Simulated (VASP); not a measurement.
# Nb2B3C (P4/mmm) in VASP: further runs

Runs on Nb2B3C. Level: PBE. Tasks: single point, relaxation of cell and atoms.

Everything below comes from runs of VASP 6.6.1. Logs are shortened: lines on timing, memory, paths and dates and some standing lists are left out, and cuts for length are marked.

## (1) The cell of the first run

It takes space group P4/mmm (No. 123, tetragonal). The conventional cell has a = 2.761 Å, b = 2.761 Å, c = 7.623 Å, α = 90.00°, β = 90.00°, γ = 90.00°. Within 3.2 Å of Nb (site symmetry 4mm) lie 5 B at 2.39 to 2.50 Å and 4 C at 2.41 Å and 5 Nb at 2.76 to 2.83 Å. Within 2.2 Å of B (site symmetry 4mm) lie 5 B at 1.66 to 2.12 Å. Within 2.8 Å of B (site symmetry 4/mmm) lie 12 B at 2.12 to 2.76 Å and 2 Nb at 2.39 Å. C (site symmetry 4/mmm) has 8 Nb at 2.41 Å and 4 C at 2.76 Å and 2 B at 2.98 Å within 3.2 Å.

The cell was built from a structure type or drawn by symmetry, and may not be a known phase.

## (2) Single point, PBE

INCAR reads:

```
ALGO = Normal ; EDIFF = 1E-7
ENCUT = 520 ; GGA = PE
ISIF = 2 ; ISMEAR = 0
LASPH = T ; LCHARG = F
LREAL = F ; LWAVE = F
NBANDS = 28 ; NELM = 100
PREC = Accurate ; SIGMA = 0.1
```

KPOINTS reads:

```
k-points
0
Gamma
  6 6 2
```

POSCAR reads:

```
Nb2B3C
1.0
    2.7613822753      0.0000000000      0.0000000000
    0.0000000000      2.7613822753      0.0000000000
    0.0000000000      0.0000000000      7.6228627250
Nb B C
2 3 1
Direct
    0.5000000000      0.5000000000      0.8141722806
    0.5000000000      0.5000000000      0.1858277194
    0.0000000000      0.0000000000      0.6090221576
    0.0000000000      0.0000000000      0.3909778424
    0.5000000000      0.5000000000      0.5000000000
    0.0000000000      0.0000000000      0.0000000000
```

Potentials or basis: VASP PAW PBE potentials, release 64 (Nb_sv, B, C).

Command:

```
$ cat potpaw_PBE.64/Nb_sv/POTCAR potpaw_PBE.64/B/POTCAR potpaw_PBE.64/C/POTCAR > POTCAR
$ mpirun -np 1 vasp_std > vasp.out
```

OUTCAR:

```text
EDIFF = 1E-7
   ENCUT = 520
   GGA = PE
   ISIF = 2
   ISMEAR = 0
   LASPH = T
   LREAL = F
   NELM = 100
   PREC = Accurate

 ion  position               nearest neighbor table
   1  0.500  0.500  0.814-   5 2.39   6 2.41   6 2.41   6 2.41   6 2.41   3 2.50   3 2.50   3 2.50
                             3 2.50   2 2.83
   2  0.500  0.500  0.186-   5 2.39   6 2.41   6 2.41   6 2.41   6 2.41   4 2.50   4 2.50   4 2.50
                             4 2.50   1 2.83
   3  0.000  0.000  0.609-   4 1.66   5 2.12   5 2.12   5 2.12   5 2.12   1 2.50   1 2.50   1 2.50
                             1 2.50
   4  0.000  0.000  0.391-   3 1.66   5 2.12   5 2.12   5 2.12   5 2.12   2 2.50   2 2.50   2 2.50
                             2 2.50
   5  0.500  0.500  0.500-   3 2.12   4 2.12   3 2.12   4 2.12   3 2.12   4 2.12   3 2.12   4 2.12
                             1 2.39   2 2.39
   6  0.000  0.000  0.000-   1 2.41   2 2.41   1 2.41   2 2.41   1 2.41   2 2.41   1 2.41   2 2.41

  LATTYP: Found a simple tetragonal cell.
 ALAT       =     2.7613822753
 C/A-ratio  =     2.7605242466

  Lattice vectors:

 A1 = (   2.7613822753,   0.0000000000,   0.0000000000)
 A2 = (   0.0000000000,   2.7613822753,   0.0000000000)
 A3 = (   0.0000000000,   0.0000000000,   7.6228627250)

Analysis of symmetry for initial positions (statically):
=====================================================================
 Subroutine PRICEL returns:
 Original cell was already a primitive cell.

 Routine SETGRP: Setting up the symmetry group for a
 simple tetragonal supercell.

 Subroutine GETGRP returns: Found 16 space group operations
 (whereof 16 operations were pure point group operations)
 out of a pool of 16 trial point group operations.

The static configuration has the point symmetry D_4h.

Analysis of symmetry for dynamics (positions and initial velocities):
=====================================================================
 Subroutine PRICEL returns:
 Original cell was already a primitive cell.

 Routine SETGRP: Setting up the symmetry group for a
 simple tetragonal supercell.

 Subroutine GETGRP returns: Found 16 space group operations
 (whereof 16 operations were pure point group operations)
 out of a pool of 16 trial point group operations.

The dynamic configuration has the point symmetry D_4h.

 Subroutine INISYM returns: Found 16 space group operations
 (whereof 16 operations are pure point group operations),
 and found     1 'primitive' translations

----------------------------------------------------------------------------------------

                                     Primitive cell

  volume of cell :      58.1261

  direct lattice vectors                    reciprocal lattice vectors
     2.761382275  0.000000000  0.000000000     0.362137473  0.000000000  0.000000000
     0.000000000  2.761382275  0.000000000     0.000000000  0.362137473  0.000000000
     0.000000000  0.000000000  7.622862725     0.000000000  0.000000000  0.131184312

  length of vectors
     2.761382275  2.761382275  7.622862725     0.362137473  0.362137473  0.131184312

  position of ions in fractional coordinates (direct lattice)
     0.500000000  0.500000000  0.814172281
     0.500000000  0.500000000  0.185827719
     0.000000000  0.000000000  0.609022158
     0.000000000  0.000000000  0.390977842
     0.500000000  0.500000000  0.500000000
     0.000000000  0.000000000  0.000000000

  ion indices of the primitive-cell ions
   primitive index   ion index
                 1           1
                 2           2
                 3           3
                 4           4
                 5           5
                 6           6

----------------------------------------------------------------------------------------

 KPOINTS: k-points

Automatic generation of k-mesh.
 Grid dimensions read from file:
 generate k-points for:    6    6    2

 Generating k-lattice:

  Cartesian coordinates                     Fractional coordinates (reciprocal lattice)
     0.060356246  0.000000000  0.000000000     0.166666667  0.000000000  0.000000000
     0.000000000  0.060356246  0.000000000     0.000000000  0.166666667  0.000000000
     0.000000000  0.000000000  0.065592156     0.000000000  0.000000000  0.500000000

  Length of vectors
     0.060356246  0.060356246  0.065592156

  Shift w.r.t. Gamma in fractional coordinates (k-lattice)
     0.000000000  0.000000000  0.000000000

 Subroutine IBZKPT returns following result:
 ===========================================

 Found     20 irreducible k-points:

 Following reciprocal coordinates:
            Coordinates               Weight
  0.000000  0.000000  0.000000      1.000000
  0.166667  0.000000  0.000000      4.000000
  0.333333  0.000000  0.000000      4.000000
  0.500000  0.000000  0.000000      2.000000
  0.166667  0.166667  0.000000      4.000000
  0.333333  0.166667  0.000000      8.000000
[... 12 lines left out ...]
  0.500000  0.333333  0.500000      4.000000
  0.500000  0.500000  0.500000      1.000000
   k-points           NKPTS =     20   k-points in BZ     NKDIM =     20   number of bands    NBANDS=     28
   number of dos      NEDOS =    301   number of ions     NIONS =      6
   total plane-waves  NPLWV =  34560
   dimension x,y,z NGX =    24 NGY =   24 NGZ =   60
   dimension x,y,z NGXF=    48 NGYF=   48 NGZF=  120
   ions per type =               2   3   1
   NGX,Y,Z   is equivalent  to a cutoff of  14.45, 14.45, 13.09 a.u.
   NGXF,Y,Z  is equivalent  to a cutoff of  28.90, 28.90, 26.17 a.u.
 SYSTEM =  unknown system
   PREC   = accura    normal or accurate (medium, high low for compatibility)
   ISTART =      0    job   : 0-new  1-cont  2-samecut
   ICHARG =      2    charge: 1-file 2-atom 10-const
   ISPIN  =      1    spin polarized calculation?
   LNONCOLLINEAR =      F non collinear calculations
   LSORBIT =      F    spin-orbit coupling
   LASPH  =      T    aspherical Exc in radial PAW
   ENCUT  =  520.0 eV  38.22 Ry    6.18 a.u.   5.13  5.13 14.17*2*pi/ulx,y,z
   NELM   =    100;   NELMIN=  2; NELMDL= -5     # of ELM steps
   EDIFF  = 0.1E-06   stopping-criterion for ELM
   LREAL  =      F    real-space projection
   EDIFFG = 0.1E-05   stopping-criterion for IOM
   NSW    =      0    number of steps for IOM
   IBRION =     -1    ionic relax: 0-MD 1-quasi-New 2-CG
   NFREE  =      0    steps in history (QN), initial steepest desc. (CG)
   ISIF   =      2    stress and relaxation
   ISYM   =      2    0-nonsym 1-usesym 2-fastsym
   POTIM  = 0.5000    time-step for ionic-motion
   TEBEG  =    0.0;   TEEND  =   0.0 temperature during run
   PSTRESS=    0.0 pullay stress
   NELECT =      39.0000    total number of electrons
   NUPDOWN=      -1.0000    fix difference up-down
   EMIN   =  10.00;   EMAX   =-10.00  energy-range for DOS
   EFERMI =   0.00;   METHOD = LEGACY
   ISMEAR =     0;   SIGMA  =   0.10  broadening in eV -4-tet -1-fermi 0-gaus
   EFERMI_NEDOS =   21; number of points for ismear=-14 and -15
   IALGO  =     38    algorithm
   IMIX   =      4    mixing-type and parameters
     AMIX     =   0.40;   BMIX     =  1.00
     AMIX_MAG =   1.60;   BMIX_MAG =  1.00
  volume/ion in A,a.u.               =       9.69        65.38
  Fermi-wavevector in a.u.,A,eV,Ry     =   1.433197  2.708350 27.947108  2.054054
  Thomas-Fermi vector in A             =   2.552742
   LORBIT       =      0    0 simple, 1 ext, 2 COOP (PROOUT), +10 PAW based schemes
   GGA     = PE    functional components
   LHFCALC =     F    Hartree Fock is set to
   AEXX    =    0.0000 exact exchange contribution
   IVDW    =     0    specifies the selected vdW correction
   LEPSILON=     F    determine dielectric tensor
   LRPA    =     F    only Hartree local field effects (RPA)
 non-spin polarized calculation
 Gauss-broadening in eV      SIGMA  =   0.10
  energy-cutoff  :      520.00
  volume of cell :       58.13
 maximum number of plane-waves:      1594
 NGX is ok and might be reduce to    24
   NGX = 11   NGY = 11   NGZ = 29

 number of electron      38.9999999 magnetization

 Free energy of the ion-electron system (eV)
  ---------------------------------------------------
  ext. energy  EPLUGINS =         0.00000000
  ---------------------------------------------------
  free energy    TOTEN  =       -47.65943415 eV

  energy without entropy =      -47.65296248  energy(sigma->0) =      -47.65619831

 E-fermi :  10.6542     XC(G=0): -12.9319

 val. band max:       10.4991662630   @ k =   0.3333   0.1667   0.5000
 cond. band min:      10.6813672128   @ k =   0.1667   0.0000   0.0000
 fundamental gap:      0.1822009498
 Fermi energy:        10.6542006614

 k-point     1 :       0.0000    0.0000    0.0000
  band No.  band energies     occupation
      1     -43.9383      2.00000
      2     -43.8743      2.00000
      3     -20.4467      2.00000
      4     -19.8678      2.00000
      5     -19.3500      2.00000
      6     -19.3500      2.00000
[... 20 lines left out ...]
     27      16.7663      0.00000
     28      16.7663      0.00000

 k-point     2 :       0.1667    0.0000    0.0000
  band No.  band energies     occupation
      1     -43.8982      2.00000
      2     -43.8350      2.00000
      3     -20.3928      2.00000
      4     -19.8272      2.00000
      5     -19.7056      2.00000
      6     -19.6350      2.00000
[... 20 lines left out ...]
     27      16.5760      0.00000
     28      17.1723      0.00000

 k-point     3 :       0.3333    0.0000    0.0000
  band No.  band energies     occupation
      1     -43.8169      2.00000
      2     -43.7554      2.00000
      3     -20.3757      2.00000
      4     -20.2791      2.00000
      5     -20.2782      2.00000
      6     -19.7433      2.00000
[... 492 lines left out ...]
      3     -20.5166      2.00000
      4     -20.4250      2.00000
      5     -20.1661      2.00000
      6     -20.0863      2.00000
[... 20 lines left out ...]
     27      16.5438      0.00000
     28      16.6004      0.00000

 k-point    20 :       0.5000    0.5000    0.5000
  band No.  band energies     occupation
      1     -43.6201      2.00000
      2     -43.5626      2.00000
      3     -20.4583      2.00000
      4     -20.4583      2.00000
      5     -20.3711      2.00000
      6     -20.3711      2.00000
[... 20 lines left out ...]
     27      17.5954      0.00000
     28      17.6871      0.00000

------------------------ aborting loop because EDIFF is reached ----------------------------------------

  FORCE on cell =-STRESS in cart. coord.  units (eV):
  Direction    XX          YY          ZZ          XY          YZ          ZX
  --------------------------------------------------------------------------------------
  -------------------------------------------------------------------------------------
  Total       -0.1430167     -0.1430167     -0.1295654      0.0000000      0.0000000      0.0000000
  in kB       -3.9420874     -3.9420874     -3.5713183      0.0000000      0.0000000      0.0000000
  external PRESSURE =      -3.8184977 kB  Pullay stress =       0.0000000 kB

 VOLUME and BASIS-vectors are now :
 -----------------------------------------------------------------------------
  energy-cutoff  :      520.00
  volume of cell :       58.13
      direct lattice vectors                 reciprocal lattice vectors
     2.761382275  0.000000000  0.000000000     0.362137473  0.000000000  0.000000000
     0.000000000  2.761382275  0.000000000     0.000000000  0.362137473  0.000000000
     0.000000000  0.000000000  7.622862725     0.000000000  0.000000000  0.131184312

 POSITION                                       TOTAL-FORCE (eV/Angst)
 -----------------------------------------------------------------------------------
      1.38069      1.38069      6.20632         0.000000      0.000000     -0.009249
      1.38069      1.38069      1.41654         0.000000     -0.000000      0.009249
      0.00000      0.00000      4.64249         0.000000      0.000000      0.027224
      0.00000      0.00000      2.98037        -0.000000     -0.000000     -0.027224
      1.38069      1.38069      3.81143         0.000000     -0.000000      0.000000
      0.00000      0.00000      0.00000         0.000000     -0.000000      0.000000
 -----------------------------------------------------------------------------------
    total drift:                                0.000000     -0.000000      0.000000

  FREE ENERGIE OF THE ION-ELECTRON SYSTEM (eV)
  ---------------------------------------------------
  free  energy   TOTEN  =       -47.6594341455 eV

  energy  without entropy=      -47.6529624782  energy(sigma->0) =      -47.65619831
```

It took 34 s on 1 thread of AMD EPYC 7R13 (Zen 3), shared host; peak memory 0.16 GiB.

Results:

* Free energy: -47.6594 eV
* Pressure: -0.4 GPa
* Largest force: 0.027 eV/Å
* Band gap on the k mesh: zero (an odd number of electrons rules out a gap without spin polarisation)

Forces on the atoms (eV/Å):
```
Nb   0.000  0.000 -0.009
Nb   0.000  0.000  0.009
B    0.000  0.000  0.027
B    0.000  0.000 -0.027
B    0.000  0.000  0.000
C    0.000  0.000  0.000
```

Levels at points of the mesh, in eV from the Fermi level:
| k point | band 17 | band 18 | band 19 | band 20 | band 21 | band 22 |
| --- | --- | --- | --- | --- | --- | --- |
| (0.00, 0.00, 0.00) | -1.66 | -1.06 | 0.09 | 0.09 | 1.91 | 2.27 |
| (0.50, 0.00, 0.00) | -1.55 | -1.45 | -0.82 | 1.27 | 1.98 | 2.70 |
| (0.50, 0.50, 0.00) | -2.32 | -2.32 | -2.07 | -0.61 | 0.41 | 1.56 |
| (0.00, 0.00, 0.50) | -1.26 | -0.75 | -0.75 | -0.74 | 2.09 | 3.85 |
| (0.50, 0.00, 0.50) | -1.81 | -1.36 | -0.73 | 0.79 | 2.49 | 2.75 |
| (0.50, 0.50, 0.50) | -3.06 | -1.86 | -0.77 | -0.77 | 1.27 | 1.27 |

Caveat: the k points lie up to 0.41 Å⁻¹ apart, too coarse for converged energies and pressures of a metal.

[end of part 1 of 2]
